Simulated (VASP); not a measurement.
# MgBeTe3 (Cm) in VASP: single point with PBE

Aim: the single point of MgBeTe3 with PBE.

Everything below comes from runs of VASP 6.6.1. Logs are shortened: lines on timing, memory, paths and dates and some standing lists are left out, and cuts for length are marked.

**1. The cell of the first run**

Symmetry: Cm, No. 8, monoclinic system. The conventional cell has a = 7.172 Å, b = 7.160 Å, c = 5.065 Å, α = 90.00°, β = 90.16°, γ = 90.00°. Mg (site symmetry m) has 6 Te at 2.53 to 2.54 Å within 3.3 Å. Be (site symmetry m) has 12 Te at 3.51 to 3.67 Å and 8 Mg at 4.33 to 4.44 Å within 4.6 Å. Te (site symmetry 1) has 2 Mg at 2.53 to 2.54 Å within 3.3 Å. Within 3.3 Å of Te (site symmetry m) lie 2 Mg at 2.53 Å.

**2. Single point, PBE**

File INCAR:

```
SYSTEM = MgBeTe3
  ALGO = Normal
  EDIFF = 1E-6
  ENCUT = 520
  GGA = PE
  ISIF = 2
  ISMEAR = 0
  LASPH = .TRUE.
  LCHARG = .FALSE.
  LREAL = .FALSE.
  LWAVE = .FALSE.
  NBANDS = 19
  NELM = 100
  PREC = Accurate
  SIGMA = 0.1
```

File KPOINTS:

```
k-points
0
G
  4 4 4
  0 0 0
```

File POSCAR:

```
MgBeTe3
1.0
    3.5858428100     -3.5798059300      0.0000000000
    3.5858428100      3.5798059300      0.0000000000
   -0.0143165700      0.0000000000      5.0649508700
Mg Be Te
1 1 3
Direct
    0.5014330100      0.5014330100      0.4850949900
    0.0023430000      0.0023430000      0.0014330000
    0.5054529900      0.0001140000      0.4821859900
    0.4937190100      0.4937190100      0.9849569800
    0.0001140000      0.5054529900      0.4821859900
```

Potentials or basis: VASP PAW PBE potentials, release 64 (Mg, Be, Te).

Run with:

```
cat potpaw_PBE.64/Mg/POTCAR potpaw_PBE.64/Be/POTCAR potpaw_PBE.64/Te/POTCAR > POTCAR
mpirun -np 1 vasp_std > vasp.out
```

OUTCAR:

```text
SYSTEM = MgBeTe3
   EDIFF = 1E-6
   ENCUT = 520
   GGA = PE
   ISIF = 2
   ISMEAR = 0
   LASPH = .TRUE.
   LREAL = .FALSE.
   NELM = 100
   PREC = Accurate

 ion  position               nearest neighbor table
   1  0.501  0.501  0.485-   3 2.53   5 2.53   4 2.53   4 2.53   3 2.54   5 2.54
   2  0.002  0.002  0.001-
   3  0.505  0.000  0.482-   1 2.53   1 2.54   5 3.54   4 3.55   4 3.57   5 3.59   5 3.59   4 3.59
                             5 3.62   4 3.62
   4  0.494  0.494  0.985-   1 2.53   1 2.53   3 3.55   5 3.55   3 3.57   5 3.57   5 3.59   3 3.59
                             5 3.62   3 3.62
   5  0.000  0.505  0.482-   1 2.53   1 2.54   3 3.54   4 3.55   4 3.57   3 3.59   3 3.59   4 3.59
                             3 3.62   4 3.62

  LATTYP: Found a base centered monoclinic cell.
 ALAT       =     7.1716856200
 B/A-ratio  =     0.9983164683
 C/A-ratio  =     0.7062455568
 COS(beta)  =    -0.0028265847

  Lattice vectors:

 A1 = (   3.5858428100,  -3.5798059300,   0.0000000000)
 A2 = (   3.5858428100,   3.5798059300,   0.0000000000)
 A3 = (  -0.0143165700,   0.0000000000,   5.0649508700)

Analysis of symmetry for initial positions (statically):
=====================================================================
 Subroutine PRICEL returns:
 Original cell was already a primitive cell.

 Routine SETGRP: Setting up the symmetry group for a
 base centered monoclinic supercell.

 Subroutine GETGRP returns: Found  2 space group operations
 (whereof  2 operations were pure point group operations)
 out of a pool of  4 trial point group operations.

The static configuration has the point symmetry C_1h.

Analysis of symmetry for dynamics (positions and initial velocities):
=====================================================================
 Subroutine PRICEL returns:
 Original cell was already a primitive cell.

 Routine SETGRP: Setting up the symmetry group for a
 base centered monoclinic supercell.

 Subroutine GETGRP returns: Found  2 space group operations
 (whereof  2 operations were pure point group operations)
 out of a pool of  4 trial point group operations.

The dynamic configuration has the point symmetry C_1h.

 Subroutine INISYM returns: Found  2 space group operations
 (whereof  2 operations are pure point group operations),
 and found     1 'primitive' translations

----------------------------------------------------------------------------------------

                                     Primitive cell

  volume of cell :     130.0337

  direct lattice vectors                    reciprocal lattice vectors
     3.585842810 -3.579805930  0.000000000     0.139437233 -0.139672376  0.000394133
     3.585842810  3.579805930  0.000000000     0.139437233  0.139672376  0.000394133
    -0.014316570  0.000000000  5.064950870     0.000000000  0.000000000  0.197435281

  length of vectors
     5.066880614  5.066880614  5.064971104     0.197360761  0.197360761  0.197435281

  position of ions in fractional coordinates (direct lattice)
     0.501433010  0.501433010  0.485094990
     0.002343000  0.002343000  0.001433000
     0.505452990  0.000114000  0.482185990
     0.493719010  0.493719010  0.984956980
     0.000114000  0.505452990  0.482185990

  ion indices of the primitive-cell ions
   primitive index   ion index
                 1           1
                 2           2
                 3           3
                 4           4
                 5           5

----------------------------------------------------------------------------------------

 KPOINTS: k-points

Automatic generation of k-mesh.
 Grid dimensions read from file:
 generate k-points for:    4    4    4

 Generating k-lattice:

  Cartesian coordinates                     Fractional coordinates (reciprocal lattice)
     0.034859308 -0.034918094  0.000098533     0.250000000  0.000000000  0.000000000
     0.034859308  0.034918094  0.000098533     0.000000000  0.250000000  0.000000000
     0.000000000  0.000000000  0.049358820     0.000000000  0.000000000  0.250000000

  Length of vectors
     0.049340190  0.049340190  0.049358820

  Shift w.r.t. Gamma in fractional coordinates (k-lattice)
     0.000000000  0.000000000  0.000000000

 Subroutine IBZKPT returns following result:
 ===========================================

 Found     24 irreducible k-points:

 Following reciprocal coordinates:
            Coordinates               Weight
  0.000000  0.000000  0.000000      1.000000
  0.250000  0.000000  0.000000      4.000000
  0.500000  0.000000  0.000000      2.000000
  0.250000  0.250000  0.000000      2.000000
  0.500000  0.250000  0.000000      4.000000
 -0.250000  0.250000  0.000000      2.000000
[... 16 lines left out ...]
 -0.250000  0.250000  0.500000      2.000000
  0.500000  0.500000  0.500000      1.000000
   k-points           NKPTS =     24   k-points in BZ     NKDIM =     24   number of bands    NBANDS=     19
   number of dos      NEDOS =    301   number of ions     NIONS =      5
   total plane-waves  NPLWV =  64000
   dimension x,y,z NGX =    40 NGY =   40 NGZ =   40
   dimension x,y,z NGXF=    80 NGYF=   80 NGZF=   80
   ions per type =               1   1   3
   NGX,Y,Z   is equivalent  to a cutoff of  13.12, 13.12, 13.13 a.u.
   NGXF,Y,Z  is equivalent  to a cutoff of  26.25, 26.25, 26.26 a.u.
 SYSTEM =  MgBeTe3
   PREC   = accura    normal or accurate (medium, high low for compatibility)
   ISTART =      0    job   : 0-new  1-cont  2-samecut
   ICHARG =      2    charge: 1-file 2-atom 10-const
   ISPIN  =      1    spin polarized calculation?
   LNONCOLLINEAR =      F non collinear calculations
   LSORBIT =      F    spin-orbit coupling
   LASPH  =      T    aspherical Exc in radial PAW
   ENCUT  =  520.0 eV  38.22 Ry    6.18 a.u.   9.42  9.42  9.42*2*pi/ulx,y,z
   NELM   =    100;   NELMIN=  2; NELMDL= -5     # of ELM steps
   EDIFF  = 0.1E-05   stopping-criterion for ELM
   LREAL  =      F    real-space projection
   EDIFFG = 0.1E-04   stopping-criterion for IOM
   NSW    =      0    number of steps for IOM
   IBRION =     -1    ionic relax: 0-MD 1-quasi-New 2-CG
   NFREE  =      0    steps in history (QN), initial steepest desc. (CG)
   ISIF   =      2    stress and relaxation
   ISYM   =      2    0-nonsym 1-usesym 2-fastsym
   POTIM  = 0.5000    time-step for ionic-motion
   TEBEG  =    0.0;   TEEND  =   0.0 temperature during run
   PSTRESS=    0.0 pullay stress
   NELECT =      22.0000    total number of electrons
   NUPDOWN=      -1.0000    fix difference up-down
   EMIN   =  10.00;   EMAX   =-10.00  energy-range for DOS
   EFERMI =   0.00;   METHOD = LEGACY
   ISMEAR =     0;   SIGMA  =   0.10  broadening in eV -4-tet -1-fermi 0-gaus
   EFERMI_NEDOS =   21; number of points for ismear=-14 and -15
   IALGO  =     38    algorithm
   IMIX   =      4    mixing-type and parameters
     AMIX     =   0.40;   BMIX     =  1.00
     AMIX_MAG =   1.60;   BMIX_MAG =  1.00
  volume/ion in A,a.u.               =      26.01       175.50
  Fermi-wavevector in a.u.,A,eV,Ry     =   0.905448  1.711049 11.154559  0.819837
  Thomas-Fermi vector in A             =   2.029017
   LORBIT       =      0    0 simple, 1 ext, 2 COOP (PROOUT), +10 PAW based schemes
   GGA     = PE    functional components
   LHFCALC =     F    Hartree Fock is set to
   AEXX    =    0.0000 exact exchange contribution
   IVDW    =     0    specifies the selected vdW correction
   LEPSILON=     F    determine dielectric tensor
   LRPA    =     F    only Hartree local field effects (RPA)
 non-spin polarized calculation
 Gauss-broadening in eV      SIGMA  =   0.10
  energy-cutoff  :      520.00
  volume of cell :      130.03
 maximum number of plane-waves:      3532
 NGX is ok and might be reduce to    40
   NGX = 19   NGY = 19   NGZ = 19

 number of electron      21.9999999 magnetization

 Free energy of the ion-electron system (eV)
  ---------------------------------------------------
  ext. energy  EPLUGINS =         0.00000000
  ---------------------------------------------------
  free energy    TOTEN  =        -9.97246739 eV

  energy without entropy =       -9.94835239  energy(sigma->0) =       -9.96040989

 E-fermi :   5.3738     XC(G=0):  -9.2228

 val. band max:        5.3528980939   @ k =   0.5000   0.0000   0.0000
 cond. band min:       5.4541984197   @ k =   0.5000   0.2500   0.0000
 fundamental gap:      0.1013003258
 Fermi energy:         5.3738089812

 k-point     1 :       0.0000    0.0000    0.0000
  band No.  band energies     occupation
      1      -7.5320      2.00000
      2      -4.7157      2.00000
      3      -4.7151      2.00000
      4       0.5601      2.00000
      5       0.5728      2.00000
      6       0.5737      2.00000
[... 11 lines left out ...]
     18       9.5557      0.00000
     19       9.6746      0.00000

 k-point     2 :       0.2500    0.0000    0.0000
  band No.  band energies     occupation
      1      -7.2819      2.00000
      2      -5.2396      2.00000
      3      -4.6845      2.00000
      4       0.8202      2.00000
      5       0.8298      2.00000
      6       1.0492      2.00000
[... 11 lines left out ...]
     18       9.7849      0.00000
     19      11.1419      0.00000

 k-point     3 :       0.5000    0.0000    0.0000
  band No.  band energies     occupation
      1      -6.8508      2.00000
      2      -5.9068      2.00000
      3      -4.6560      2.00000
      4       1.2095      2.00000
      5       1.2253      2.00000
      6       2.0463      2.00000
[... 11 lines left out ...]
     18      11.2461      0.00000
     19      11.8245      0.00000

 k-point     4 :       0.2500    0.2500    0.0000
  band No.  band energies     occupation
      1      -7.0351      2.00000
      2      -5.3204      2.00000
      3      -4.9887      2.00000
      4       0.4053      2.00000
      5       1.0953      2.00000
      6       2.1322      2.00000
[... 407 lines left out ...]
     18      11.2339      0.00000
     19      11.9309      0.00000

 k-point    23 :      -0.2500    0.2500    0.5000
  band No.  band energies     occupation
      1      -6.3554      2.00000
      2      -5.7771      2.00000
      3      -5.2272      2.00000
      4      -0.3706      2.00000
      5       1.1123      2.00000
      6       1.6084      2.00000
[... 11 lines left out ...]
     18      11.7762      0.00000
     19      12.3790      0.00000

 k-point    24 :       0.5000    0.5000    0.5000
  band No.  band energies     occupation
      1      -5.6623      2.00000
      2      -5.6455      2.00000
      3      -5.6439      2.00000
      4      -1.5909      2.00000
      5       0.9474      2.00000
      6       0.9588      2.00000
[... 11 lines left out ...]
     18      10.7545      0.00000
     19      10.7708      0.00000

------------------------ aborting loop because EDIFF is reached ----------------------------------------

  FORCE on cell =-STRESS in cart. coord.  units (eV):
  Direction    XX          YY          ZZ          XY          YZ          ZX
  --------------------------------------------------------------------------------------
  -------------------------------------------------------------------------------------
  Total        8.0685814      7.9757866      8.0641685      0.0000000      0.0000000     -0.0836119
  in kB       99.4149745     98.2716262     99.3606012      0.0000000      0.0000000     -1.0302023
  external PRESSURE =      99.0157340 kB  Pullay stress =       0.0000000 kB

 VOLUME and BASIS-vectors are now :
 -----------------------------------------------------------------------------
  energy-cutoff  :      520.00
  volume of cell :      130.03
      direct lattice vectors                 reciprocal lattice vectors
     3.585842810 -3.579805930  0.000000000     0.139437233 -0.139672376  0.000394133
     3.585842810  3.579805930  0.000000000     0.139437233  0.139672376  0.000394133
    -0.014316570  0.000000000  5.064950870     0.000000000  0.000000000  0.197435281

 POSITION                                       TOTAL-FORCE (eV/Angst)
 -----------------------------------------------------------------------------------
      3.58918      0.00000      2.45698        -0.113022      0.000000      0.044614
      0.01678      0.00000      0.00726         0.028746      0.000000      0.135141
      1.80598     -1.80902      2.44225         0.124790      0.022497     -0.086451
      3.52670      0.00000      4.98876        -0.165305      0.000000     -0.006852
      1.80598      1.80902      2.44225         0.124790     -0.022497     -0.086451
 -----------------------------------------------------------------------------------
    total drift:                               -0.000027      0.000000      0.000107

  FREE ENERGIE OF THE ION-ELECTRON SYSTEM (eV)
  ---------------------------------------------------
  free  energy   TOTEN  =        -9.9724673939 eV

  energy  without entropy=       -9.9483523917  energy(sigma->0) =       -9.96040989
```

Wall time 24 s (1 thread of Intel Xeon Platinum 8559C (Emerald Rapids), shared host); peak memory 0.26 GiB.

What came out:

```
Free energy            : -9.9725 eV
Pressure               : 9.9 GPa
Largest force          : 0.165 eV/Å
Band gap on the k mesh : zero (band 11 reaches 6.76 eV, above the bottom of band 12 at 5.19 eV)
```

Forces on the atoms (eV/Å):
```
Mg  -0.113  0.000  0.045
Be   0.029  0.000  0.135
Te   0.125  0.022 -0.086
Te  -0.165  0.000 -0.007
Te   0.125 -0.022 -0.086
```

Levels at points of the mesh, in eV from the Fermi level:
```csv
k point,band 8,band 9,band 10,band 11,band 12,band 13,band 14,band 15
"(0.00, 0.00, 0.00)",-0.71,-0.71,-0.69,-0.10,-0.07,-0.06,3.11,4.02
"(0.50, 0.00, 0.00)",-2.28,-2.26,-1.55,-0.04,-0.02,0.90,1.61,3.08
"(0.50, 0.50, 0.00)",-2.14,-1.93,-1.92,-0.23,0.09,1.32,1.60,3.40
"(0.00, 0.00, 0.50)",-2.28,-2.26,-1.54,-0.06,-0.02,0.91,1.60,3.08
"(0.50, 0.00, 0.50)",-2.14,-1.94,-1.92,-0.23,0.09,1.27,1.64,3.41
"(0.50, 0.50, 0.50)",-1.98,-0.17,-0.17,1.39,1.39,1.40,4.09,4.10
```

Caveat: spin-orbit coupling is left out, which moves the levels of the heavy elements.
